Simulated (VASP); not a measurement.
# S (P3_221) in VASP: single point with PBE

Aim: the single point of S with PBE.

Program: VASP 6.6.1. These are calculated values, not measurements. Logs are shortened: lines on timing, memory, paths and dates and some standing lists are left out, and cuts for length are marked.

## (1) The cell of the first run

The structure is trigonal, space group P3_221 (No. 154). The conventional cell has a = 8.865 Å, b = 8.865 Å, c = 4.416 Å, α = 90.00°, β = 90.00°, γ = 120.00°. Within 2.8 Å of S (site symmetry 2) lie 2 S at 2.08 Å. Within 2.7 Å of S (site symmetry 1) lie 2 S at 2.08 Å.

## (2) Single point, PBE

The input, INCAR:

```
SYSTEM = S
  ALGO = Normal
  EDIFF = 1E-6
  ENCUT = 520
  GGA = PE
  ISIF = 2
  ISMEAR = 0
  LASPH = .True.
  LCHARG = .False.
  LREAL = .False.
  LWAVE = .False.
  NBANDS = 37
  NELM = 60
  PREC = Accurate
  SIGMA = 0.02
```

The input, KPOINTS:

```
k-points
0
Gamma
  6 6 6
  0 0 0
```

The input, POSCAR:

```
S
1.0
    8.8648396968      0.0000000000      0.0000000000
   -4.4324198483      7.6771763779      0.0000000000
    0.0000000000      0.0000000000      4.4156521914
S
9
Direct
    0.0955574921      0.0955574921      0.5000000000
    0.4306735790      0.6708790159      0.7734428981
    0.6708790159      0.4306735790      0.2265571019
    0.9044425079      0.0000000000      0.1666666667
    0.2402054369      0.5693264210      0.1067762315
    0.3291209841      0.7597945631      0.4401095648
    0.5693264210      0.2402054369      0.8932237685
    0.7597945631      0.3291209841      0.5598904352
    0.0000000000      0.9044425079      0.8333333333
```

Potentials or basis: VASP PAW PBE potentials, release 64 (S).

The run is started by

```sh
> cat potpaw_PBE.64/S/POTCAR > POTCAR
> mpirun -np 1 vasp_std > vasp.out
```

OUTCAR:

```text
SYSTEM = S
   EDIFF = 1E-6
   ENCUT = 520
   GGA = PE
   ISIF = 2
   ISMEAR = 0
   LASPH = .True.
   LREAL = .False.
   NELM = 60
   PREC = Accurate

 ion  position               nearest neighbor table
   1  0.096  0.096  0.500-   9 2.08   4 2.08
   2  0.431  0.671  0.773-   6 2.08   5 2.08
   3  0.671  0.431  0.227-   8 2.08   7 2.08
   4  0.904  0.000  0.167-   1 2.08   9 2.08
   5  0.240  0.569  0.107-   6 2.08   2 2.08
   6  0.329  0.760  0.440-   2 2.08   5 2.08
   7  0.569  0.240  0.893-   8 2.08   3 2.08
   8  0.760  0.329  0.560-   3 2.08   7 2.08
   9  0.000  0.904  0.833-   1 2.08   4 2.08

  LATTYP: Found a hexagonal cell.
 ALAT       =     8.8648396968
 C/A-ratio  =     0.4981085211

  Lattice vectors:

 A1 = (   8.8648396968,   0.0000000000,   0.0000000000)
 A2 = (  -4.4324198483,   7.6771763779,   0.0000000000)
 A3 = (   0.0000000000,   0.0000000000,   4.4156521914)

Analysis of symmetry for initial positions (statically):
=====================================================================
 Subroutine PRICEL returns:
 Original cell was already a primitive cell.

 Routine SETGRP: Setting up the symmetry group for a
 hexagonal supercell.

 Subroutine GETGRP returns: Found  6 space group operations
 (whereof  2 operations were pure point group operations)
 out of a pool of 24 trial point group operations.

The static configuration has the point symmetry C_2 .
 The point group associated with its full space group is D_3 .

Analysis of symmetry for dynamics (positions and initial velocities):
=====================================================================
 Subroutine PRICEL returns:
 Original cell was already a primitive cell.

 Routine SETGRP: Setting up the symmetry group for a
 hexagonal supercell.

 Subroutine GETGRP returns: Found  6 space group operations
 (whereof  2 operations were pure point group operations)
 out of a pool of 24 trial point group operations.

The dynamic configuration has the point symmetry C_2 .
 The point group associated with its full space group is D_3 .

 Subroutine INISYM returns: Found  6 space group operations
 (whereof  2 operations are pure point group operations),
 and found     1 'primitive' translations
[... 105 lines left out ...]
   LSORBIT =      F    spin-orbit coupling
   LASPH  =      T    aspherical Exc in radial PAW
   ENCUT  =  520.0 eV  38.22 Ry    6.18 a.u.  16.48 16.48  8.21*2*pi/ulx,y,z
   NELM   =     60;   NELMIN=  2; NELMDL= -5     # of ELM steps
   EDIFF  = 0.1E-05   stopping-criterion for ELM
   LREAL  =      F    real-space projection
   EDIFFG = 0.1E-04   stopping-criterion for IOM
   NSW    =      0    number of steps for IOM
   IBRION =     -1    ionic relax: 0-MD 1-quasi-New 2-CG
   NFREE  =      0    steps in history (QN), initial steepest desc. (CG)
   ISIF   =      2    stress and relaxation
   ISYM   =      2    0-nonsym 1-usesym 2-fastsym
   POTIM  = 0.5000    time-step for ionic-motion
   TEBEG  =    0.0;   TEEND  =   0.0 temperature during run
   PSTRESS=    0.0 pullay stress
   NELECT =      54.0000    total number of electrons
   NUPDOWN=      -1.0000    fix difference up-down
   EMIN   =  10.00;   EMAX   =-10.00  energy-range for DOS
   EFERMI =   0.00;   METHOD = LEGACY
   ISMEAR =     0;   SIGMA  =   0.02  broadening in eV -4-tet -1-fermi 0-gaus
   EFERMI_NEDOS =   21; number of points for ismear=-14 and -15
   IALGO  =     38    algorithm
   IMIX   =      4    mixing-type and parameters
     AMIX     =   0.40;   BMIX     =  1.00
     AMIX_MAG =   1.60;   BMIX_MAG =  1.00
  volume/ion in A,a.u.               =      33.39       225.33
  Fermi-wavevector in a.u.,A,eV,Ry     =   0.923812  1.745752 11.611605  0.853429
  Thomas-Fermi vector in A             =   2.049490
   LORBIT       =      0    0 simple, 1 ext, 2 COOP (PROOUT), +10 PAW based schemes
   GGA     = PE    functional components
   LHFCALC =     F    Hartree Fock is set to
   AEXX    =    0.0000 exact exchange contribution
   IVDW    =     0    specifies the selected vdW correction
   LEPSILON=     F    determine dielectric tensor
   LRPA    =     F    only Hartree local field effects (RPA)
 non-spin polarized calculation
 Gauss-broadening in eV      SIGMA  =   0.02
  energy-cutoff  :      520.00
  volume of cell :      300.52
 maximum number of plane-waves:      8140
 NGX is ok and might be reduce to    70
   NGX = 33   NGY = 33   NGZ = 17

 number of electron      54.0000000 magnetization

 Free energy of the ion-electron system (eV)
  ---------------------------------------------------
  ext. energy  EPLUGINS =         0.00000000
  ---------------------------------------------------
  free energy    TOTEN  =       -36.86726891 eV

  energy without entropy =      -36.86726891  energy(sigma->0) =      -36.86726891

 E-fermi :   0.1054     XC(G=0):  -6.9980

 val. band max:       -0.0335229840   @ k =   0.0000   0.0000   0.3333
 cond. band min:       2.3579687220   @ k =   0.5000   0.0000   0.5000
 fundamental gap:      2.3914917060
 Fermi energy:         0.1053645632

 k-point     1 :       0.0000    0.0000    0.0000
  band No.  band energies     occupation
      1     -15.9804      2.00000
      2     -15.9391      2.00000
      3     -15.8972      2.00000
      4     -11.1034      2.00000
      5     -11.1034      2.00000
      6     -11.0695      2.00000
[... 949 lines left out ...]
     36       4.0501      0.00000
     37       7.2250      0.00000

 [... further k-points ...]
[... 5 lines left out ...]
  --------------------------------------------------------------------------------------
  -------------------------------------------------------------------------------------
  Total       -0.5112548     -0.5112548     -1.0351277     -0.0000000      0.0000000      0.0000000
  in kB       -2.7257165     -2.7257165     -5.5187057     -0.0000000      0.0000000      0.0000000
  external PRESSURE =      -3.6567129 kB  Pullay stress =       0.0000000 kB

 VOLUME and BASIS-vectors are now :
 -----------------------------------------------------------------------------
  energy-cutoff  :      520.00
  volume of cell :      300.52
      direct lattice vectors                 reciprocal lattice vectors
     8.864839697  0.000000000  0.000000000     0.112805198  0.065128112  0.000000000
    -4.432419848  7.677176378  0.000000000     0.000000000  0.130256223  0.000000000
     0.000000000  0.000000000  4.415652191     0.000000000  0.000000000  0.226467112

 POSITION                                       TOTAL-FORCE (eV/Angst)
 -----------------------------------------------------------------------------------
      0.42355      0.73361      2.20783        -0.061699     -0.106865     -0.000000
      0.84423      5.15046      3.41525        -0.119843     -0.005506      0.000591
      4.03831      3.30636      1.00040         0.055154     -0.106540     -0.000591
      8.01774      0.00000      0.73594         0.123398      0.000000     -0.000000
     -0.39411      4.37082      0.47149         0.055154      0.106540      0.000591
     -0.45012      5.83308      1.94337         0.064690     -0.101035      0.000591
      3.98230      1.84410      3.94417         0.064690      0.101035     -0.000591
      5.27665      2.52672      2.47228        -0.119843      0.005506     -0.000591
     -4.00887      6.94356      3.67971        -0.061699      0.106865     -0.000000
 -----------------------------------------------------------------------------------
    total drift:                                0.000000     -0.000000      0.000000

  FREE ENERGIE OF THE ION-ELECTRON SYSTEM (eV)
  ---------------------------------------------------
  free  energy   TOTEN  =       -36.8672689130 eV

  energy  without entropy=      -36.8672689130  energy(sigma->0) =      -36.86726891
```

stdout:

```text
POSCAR found type information on POSCAR S
 POSCAR found :  1 types and       9 ions
 scaLAPACK will be used
 LDA part: xc-table for (Slater+PW92), standard interpolation
 POSCAR, INCAR and KPOINTS ok, starting setup
 FFT: planning ... GRIDC
 FFT: planning ... GRID_SOFT
 FFT: planning ... GRID
 WAVECAR not read
 entering main loop
```

It took 9.4 min on 1 thread of AMD EPYC 7R13 (Zen 3), shared host; peak memory 0.52 GiB.

What came out:

```
Free energy            : -36.8673 eV
Pressure               : -0.4 GPa
Largest force          : 0.123 eV/Å
Band gap on the k mesh : 2.39 eV, indirect (least direct gap 2.57 eV)
```

Forces on the atoms (eV/Å):
```
S   -0.062 -0.107  0.000
S   -0.120 -0.006  0.001
S    0.055 -0.107 -0.001
S    0.123  0.000  0.000
S    0.055  0.107  0.001
S    0.065 -0.101  0.001
S    0.065  0.101 -0.001
S   -0.120  0.006 -0.001
S   -0.062  0.107  0.000
```

Stress tensor (GPa, compression positive):
```
-0.27  0.00  0.00
 0.00 -0.27  0.00
 0.00  0.00 -0.55
```

A k mesh can miss the band edges.
